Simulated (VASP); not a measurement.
Input of a VASP 6.6.1 run:

File INCAR:

```
SYSTEM = ZnCu
  ALGO = Normal
  EDIFF = 1E-6
  ENCUT = 520
  GGA = PE
  ISIF = 2
  ISMEAR = -1
  LASPH = .True.
  LCHARG = .True.
  LELF = .True.
  LREAL = .False.
  LVHAR = .True.
  LWAVE = .False.
  NBANDS = 18
  NELM = 80
  PREC = Accurate
  SIGMA = 0.08
```

KPOINTS

```
k-points
0
Gamma
  14 14 14
  0 0 0
```

File POSCAR:

```
ZnCu
1.0
    2.9450000000     -0.0294500000      0.0000000000
   -0.0294500000      2.9450000000      0.0000000000
    0.0000000000      0.0000000000      2.9450000000
Zn Cu
1 1
Direct
    0.5000000000      0.5000000000      0.5000000000
    0.0000000000      0.0000000000      0.0000000000
```

Potentials or basis: VASP PAW PBE potentials, release 64 (Zn, Cu).

The run is started by

```console
$ cat potpaw_PBE.64/Zn/POTCAR potpaw_PBE.64/Cu/POTCAR > POTCAR
$ mpirun -np 1 vasp_std > vasp.out
```

(1) Predict the pressure.

Answers

(1) 2.9 GPa.

Caveat: the cell differs from its parent crystal (xy shear strain of -2 %).
